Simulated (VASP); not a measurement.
# Be (Cmcm) in VASP: a series of runs, part 2 of 2

VASP 6.6.1. The steps go on from the part before.

### Step 3. Single point, PBEsol (strain -0.0500 x Voigt [0, 1, 0, 0, 0, 0])

The input, INCAR:

```
  PREC = Accurate
  ENCUT = 520
  EDIFF = 1E-6
  ISMEAR = 0
  SIGMA = 0.15
  LREAL = False
  LASPH = True
  NELM = 100
  ALGO = Fast
  ISIF = 2
  LWAVE = False
  LCHARG = False
  GGA = PS
  NBANDS = 9
```

The input, KPOINTS:

```
regular mesh
0
Gamma
  24 24 14
```

The input, POSCAR:

```
Be
1.0
    2.2995019849      0.0000000000      0.0000000000
   -1.1497509925      1.8918557782      0.0000000000
    0.0000000000      0.0000000000      3.6009000000
Be
2
Direct
    0.3333333333      0.6666666667      0.2500000000
    0.6666666667      0.3333333333      0.7500000000
```

Potentials or basis: VASP PAW PBE potentials, release 64 (Be).

Started as:

```sh
$ cat potpaw_PBE.64/Be/POTCAR > POTCAR
$ mpirun -np 1 vasp_std > vasp.out
```

OUTCAR:

```text
PREC = Accurate
   ENCUT = 520
   EDIFF = 1E-6
   ISMEAR = 0
   LREAL = False
   LASPH = True
   NELM = 100
   ISIF = 2
   GGA = PS

 ion  position               nearest neighbor table
   1  0.333  0.667  0.250-   2 2.20   2 2.20   2 2.23   2 2.23   2 2.23   2 2.23
   2  0.667  0.333  0.750-   1 2.20   1 2.20   1 2.23   1 2.23   1 2.23   1 2.23

  Warning from LATTYP: Monoclinic adjustment (A1->A3, A2->A1, A3->A2)!
  LATTYP: Found a base centered orthorhombic cell.
 ALAT       =     2.2995019849
[... 485 lines left out ...]

  FORCE on cell =-STRESS in cart. coord.  units (eV):
  Direction    XX          YY          ZZ          XY          YZ          ZX
  --------------------------------------------------------------------------------------
  -------------------------------------------------------------------------------------
  Total       -0.4626219      1.0154800     -0.4172332     -0.0000000      0.0000000      0.0000000
  in kB      -47.3155528    103.8601855    -42.6733301     -0.0000000      0.0000000      0.0000000
  external PRESSURE =       4.6237676 kB  Pullay stress =       0.0000000 kB

 VOLUME and BASIS-vectors are now :
 -----------------------------------------------------------------------------
  energy-cutoff  :      520.00
  volume of cell :       15.67
      direct lattice vectors                 reciprocal lattice vectors
     2.299501985  0.000000000  0.000000000     0.434876772  0.264290759  0.000000000
    -1.149750993  1.891855778  0.000000000     0.000000000  0.528581518  0.000000000
     0.000000000  0.000000000  3.600900000     0.000000000  0.000000000  0.277708351

 POSITION                                       TOTAL-FORCE (eV/Angst)
 -----------------------------------------------------------------------------------
     -0.00000      1.26124      0.90023         0.000000     -0.134132      0.000000
      1.14975      0.63062      2.70068        -0.000000      0.134132     -0.000000
 -----------------------------------------------------------------------------------
    total drift:                               -0.000000      0.000000     -0.000000

  FREE ENERGIE OF THE ION-ELECTRON SYSTEM (eV)
  ---------------------------------------------------
  free  energy   TOTEN  =        -7.9727755817 eV

  energy  without entropy=       -7.9710586257  energy(sigma->0) =       -7.97191710
```

Run time: 77 s. Hardware: 1 thread of Intel Xeon Platinum 8488C (Sapphire Rapids), shared host; peak memory 0.25 GiB.

What came out:

```yaml
Free_energy: -7.9728 eV
Pressure: 0.5 GPa
Largest_force: 0.134 eV/Å
Band_gap_on_the_k_mesh: zero (bands 2 and 3 overlap by 1.88 eV)
```

Forces on the atoms (eV/Å):
```
Be   0.000 -0.134  0.000
Be   0.000  0.134  0.000
```

Caveat: the cell differs from its parent crystal (strain -0.0500 x Voigt [0, 1, 0, 0, 0, 0]); the stress differs along the axes, from -5 to 10 GPa; the PAW data sets were made with another functional, which shifts forces and pressure a little.

### Step 4. Single point, PBEsol (strain -0.0250 x Voigt [0, 1, 0, 0, 0, 0])

The input, INCAR:

```
SYSTEM = Be
PREC = Accurate
ENCUT = 520
EDIFF = 1E-6
ISMEAR = 0
SIGMA = 0.15
LREAL = .False.
LASPH = .True.
NELM = 100
ALGO = Fast
ISIF = 2
LWAVE = .False.
LCHARG = .True.
GGA = PS
LELF = .True.
LVHAR = .True.
NBANDS = 9
```

The input, KPOINTS:

```
regular mesh
0
Gamma
  24 24 14
  0 0 0
```

The input, POSCAR:

```
Be
1.0
    2.2995019849      0.0000000000      0.0000000000
   -1.1497509925      1.9416414566      0.0000000000
    0.0000000000      0.0000000000      3.6009000000
Be
2
Direct
    0.3333333333      0.6666666667      0.2500000000
    0.6666666667      0.3333333333      0.7500000000
```

Started as:

```sh
$ cat potpaw_PBE.64/Be/POTCAR > POTCAR
$ mpirun -np 1 vasp_std > vasp.out
```

Run time: 90 s. Hardware: 1 thread of Intel Xeon Platinum 8488C (Sapphire Rapids), shared host; peak memory 0.25 GiB.

Results (log left out):

```yaml
Free_energy: -7.9879 eV
Pressure: -2.7 GPa
Largest_force: 0.064 eV/Å
Band_gap_on_the_k_mesh: zero (bands 2 and 3 overlap by 1.97 eV)
```

Forces in eV/Å, atoms in the order of the input:
```
Be   0.000 -0.064  0.000
Be   0.000  0.064  0.000
```

Stress tensor (GPa, compression positive):
```
-5.15  0.00  0.00
 0.00  1.58  0.00
 0.00  0.00 -4.51
```

Levels at points of the mesh, in eV from the Fermi level:
| k point | band 1 | band 2 | band 3 | band 4 | band 5 | band 6 | band 7 |
| --- | --- | --- | --- | --- | --- | --- | --- |
| (0.00, 0.00, 0.00) | -11.28 | -4.50 | 0.92 | 15.60 | 16.17 | 18.37 | 18.95 |
| (0.50, 0.00, 0.00) | -5.05 | -3.22 | 3.41 | 6.28 | 6.43 | 9.68 | 9.84 |
| (0.00, 0.50, 0.00) | -4.82 | -2.91 | 3.81 | 6.53 | 6.71 | 8.76 | 10.05 |
| (0.00, 0.00, 0.50) | -9.16 | -9.16 | 10.33 | 10.33 | 17.21 | 17.21 | 17.75 |
| (0.50, 0.00, 0.50) | -3.69 | -3.69 | 1.39 | 1.39 | 12.22 | 12.22 | 14.99 |
| (0.00, 0.50, 0.50) | -3.46 | -3.46 | 1.77 | 1.77 | 11.32 | 11.32 | 15.11 |

Caveat: the cell differs from its parent crystal (strain -0.0250 x Voigt [0, 1, 0, 0, 0, 0]); the stress differs along the axes, from -5 to 2 GPa; the PAW data sets were made with another functional, which shifts forces and pressure a little.

### Step 5. Single point, PBEsol (strain +0.0250 x Voigt [0, 1, 0, 0, 0, 0])

The input, INCAR:

```
PREC = Accurate ; ENCUT = 520
EDIFF = 1E-6 ; ISMEAR = 0
SIGMA = 0.15 ; LREAL = F
LASPH = T ; NELM = 100
ALGO = Fast ; ISIF = 2
LWAVE = F ; LCHARG = T
GGA = PS ; LELF = T
LVHAR = T ; NBANDS = 9
```

The input, KPOINTS:

```
Automatic mesh
0
Gamma
  24 24 14
```

The input, POSCAR:

```
Be
1.0
    2.2995019849      0.0000000000      0.0000000000
   -1.1497509925      2.0412128133      0.0000000000
    0.0000000000      0.0000000000      3.6009000000
Be
2
Direct
    0.3333333333      0.6666666667      0.2500000000
    0.6666666667      0.3333333333      0.7500000000
```

Started as:

```sh
$ cat potpaw_PBE.64/Be/POTCAR > POTCAR
$ mpirun -np 1 vasp_std > vasp.out
```

Wall time 72 s (1 thread of Intel Xeon Platinum 8488C (Sapphire Rapids), shared host); peak memory 0.26 GiB.

Results (log left out):

```
Free energy            : -7.9592 eV
Pressure               : -7.7 GPa
Largest force          : 0.050 eV/Å
Band gap on the k mesh : zero (bands 2 and 3 overlap by 2.08 eV)
```

Forces in eV/Å, atoms in the order of the input:
```
Be   0.000  0.050  0.000
Be   0.000 -0.050  0.000
```

Stress tensor (GPa, compression positive):
```
 -6.34   0.00   0.00
  0.00 -12.01   0.00
  0.00   0.00  -4.79
```

Levels at points of the mesh, in eV from the Fermi level:
| k point | band 1 | band 2 | band 3 | band 4 | band 5 |
| --- | --- | --- | --- | --- | --- |
| (0.00, 0.00, 0.00) | -10.93 | -4.02 | 1.25 | 14.57 | 15.17 |
| (0.50, 0.00, 0.00) | -4.73 | -3.00 | 3.67 | 6.44 | 6.65 |
| (0.00, 0.50, 0.00) | -4.93 | -3.29 | 3.30 | 6.21 | 6.40 |
| (0.00, 0.00, 0.50) | -8.78 | -8.78 | 10.72 | 10.72 | 16.22 |
| (0.50, 0.00, 0.50) | -3.36 | -3.36 | 1.50 | 1.50 | 11.01 |
| (0.00, 0.50, 0.50) | -3.57 | -3.57 | 1.13 | 1.13 | 11.83 |

Caveat: the cell differs from its parent crystal (strain +0.0250 x Voigt [0, 1, 0, 0, 0, 0]); the stress differs along the axes, from -12 to -5 GPa; the PAW data sets were made with another functional, which shifts forces and pressure a little.

### Step 6. The runs side by side

```tsv
cell	gap on the mesh (eV)	pressure (GPa)	largest force (eV/Å)
a = 2.300, b = 2.171, c = 3.601 Å, angles 90.0, 90.0, 122.0°, 2 atoms	none	4.2	0.21
a = 2.300, b = 2.214, c = 3.601 Å, angles 90.0, 90.0, 121.3°, 2 atoms	none	0.5	0.13
a = 2.300, b = 2.257, c = 3.601 Å, angles 90.0, 90.0, 120.6°, 2 atoms	none	-2.7	0.06
a = 2.300, b = 2.343, c = 3.601 Å, angles 90.0, 90.0, 119.4°, 2 atoms	none	-7.7	0.05
```

Alike in all rows: task single point; level PBEsol; potentials or basis VASP PAW PBE potentials, release 64 (Be); no spin polarisation; k mesh 24 × 24 × 14; cutoff (eV) 520; smearing gaussian 0.15 eV.

Caveats: the PAW data sets were made with another functional, which shifts forces and pressure a little; the stress differs along the axes, from -4 to 21 GPa (at least some runs); the stress differs along the axes, from -5 to 10 GPa (at least some runs); the stress differs along the axes, from -5 to 2 GPa (at least some runs); the stress differs along the axes, from -12 to -5 GPa (at least some runs).

Absolute energies hang on the potentials; compare differences alone.
